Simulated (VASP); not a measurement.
Wanted: the native input for a VASP 6.6.1 run.

```
Task                   : single point
Functional             : r2SCAN
Potentials or basis    : VASP PAW PBE potentials, release 64 (Ga_d, N)
Cutoff                 : 520 eV
k mesh                 : 11 × 11 × 11
Occupations            : fermi-dirac, width 0.05 eV
Spin                   : no spin polarisation
Dipole correction      : no
Further INCAR settings : ALGO = Normal; EDIFF = 1e-07; NBANDS = 16
```

Crystal: GaN.

```
CELL_PARAMETERS angstrom
0.00000 2.16333 2.16333
2.16333 0.00000 2.16333
2.16333 2.16333 0.00000
ATOMIC_POSITIONS crystal
Ga 0.00000 0.00000 0.00000
N 0.50000 0.50000 0.50000
```

One way to write it, as run:

POSCAR

```
GaN
1.0
    0.0000000000      2.1633334196      2.1633334196
    2.1633334196      0.0000000000      2.1633334196
    2.1633334196      2.1633334196      0.0000000000
Ga N
1 1
Direct
    0.0000000000      0.0000000000      0.0000000000
    0.5000000000      0.5000000000      0.5000000000
```

INCAR.step1

```
PREC = Accurate ; ENCUT = 520
ISMEAR = -1 ; SIGMA = 0.05
LREAL = False ; LASPH = True
NELM = 80 ; NBANDS = 16
GGA = PE ; ALGO = Normal
EDIFF = 1E-4 ; LWAVE = True
LCHARG = False
```

INCAR.step2

```
PREC = Accurate ; ENCUT = 520
EDIFF = 1E-7 ; ISMEAR = -1
SIGMA = 0.05 ; LREAL = False
LASPH = True ; NELM = 80
ALGO = Normal ; ISIF = 2
LWAVE = False ; LCHARG = True
METAGGA = R2SCAN ; LMIXTAU = True
LELF = True ; LVHAR = True
NBANDS = 16 ; ISTART = 1
```

KPOINTS

```
regular mesh
0
Gamma
  11 11 11
```

Potentials or basis: VASP PAW PBE potentials, release 64 (Ga_d, N).

The run is started by

```console
$ cat potpaw_PBE.64/Ga_d/POTCAR potpaw_PBE.64/N/POTCAR > POTCAR
$ cp INCAR.step1 INCAR
$ mpirun -np 1 vasp_std > vasp.out
$ cp INCAR.step2 INCAR
$ mpirun -np 1 vasp_std > vasp.out
```

Results of the run:

```json
{
  "Pressure": "-15.1 GPa",
  "Band gap on the k mesh": "0.79 eV, indirect (least direct gap 2.43 eV)"
}
```

Caveat: the PAW data sets were made with another functional, which shifts forces and pressure a little.

Run time: 2.4 min on 1 thread of AMD EPYC 7R43 64-Core Processor (Zen 3) (shared host), peak memory 0.12 GiB.
